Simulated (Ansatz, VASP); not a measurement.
## Two plane-wave programs on TiAl

```
Ti Al
1.0
     0.00000   -3.15608    0.00000
     0.00000    0.00000   -3.15608
     9.46823    0.00000   -0.26301
Ti Al
3 3
Direct
  0.00000 0.93750 0.75000
  0.00000 0.99306 0.08333
  0.00000 0.96528 0.41667
  0.50000 0.42361 0.91667
  0.50000 0.47917 0.25000
  0.50000 0.45139 0.58333
```

Alike in both runs: task single point; functional PBEsol; k mesh 14 × 14 × 5; occupations gaussian, width 0.15 eV; no spin polarisation.

```csv
,VASP,Ansatz
version,VASP 6.6.1,Ansatz 0.2.0
potentials or method,"VASP PAW PBE potentials, release 64 (Ti_sv, Al), cutoff 520 eV","scalar-relativistic, plane waves, PAW"
valence electrons in the cell,45,45
```

```csv
,VASP,Ansatz,Ansatz less VASP
gap on the k mesh at the Fermi level (eV),none,none,-
pressure (GPa),0.6,0.5,-0.11
"traceless stress, the component that is largest in VASP (GPa)",2.08,2.07,-0.008
rms of the force components (eV/Å),0.307,0.306,-0.0008
```

VASP's potentials were made for PBE, not for PBEsol, and Ansatz warns of the same on its side. Atom by atom the forces differ by 0.001 eV/Å (rms over components). A gap of «none» marks a metal or a gap that the smearing closes.
